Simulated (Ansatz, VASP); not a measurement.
## C4F: VASP beside Ansatz

```
CELL_PARAMETERS angstrom
3.99660 0.00000 0.00000
0.00000 3.99660 0.00000
0.00000 0.00000 3.99660
ATOMIC_POSITIONS crystal
C 0.00000 0.00000 0.00000
C 0.50000 0.50000 0.00000
C 0.50000 0.00000 0.50000
C 0.00000 0.50000 0.50000
F 0.50000 0.50000 0.50000
```

Change from the starting cell: species swapped into the Ni4N type (Pm-3m, No. 221).

Alike in both runs: task relaxation of cell and atoms; functional PBE; dispersion D3(BJ); k mesh 4 × 4 × 4; occupations gaussian, width 0.1 eV; no spin polarisation.

|  | VASP | Ansatz |
| --- | --- | --- |
| version | VASP 6.6.1 | Ansatz 0.2.0 |
| potentials or method | VASP PAW PBE potentials, release 64 (C, F), cutoff 600 eV | scalar-relativistic, plane waves, PAW |
| valence electrons in the cell | 23 | 23 |

|  | VASP | Ansatz | Ansatz less VASP |
| --- | --- | --- | --- |
| gap on the k mesh at the Fermi level, each at its own relaxed structure (eV) | none | none | - |
| relaxed volume (Å³/atom) | 10.39 | 10.39 | +0.003 |
| relaxed cell length with the largest relative difference (Å) | 3.731 | 3.731 | +0.0004 |

A gap of «none» marks a metal or a gap that the smearing closes. Ansatz's warnings: dispersion switch in reach, relaxed geometry near dispersion switch.

The k mesh is coarse, so the values compare programs but aren't converged. Noted on VASP's run: the volume moved by over 15 % at a fixed basis, so the end points are rough.
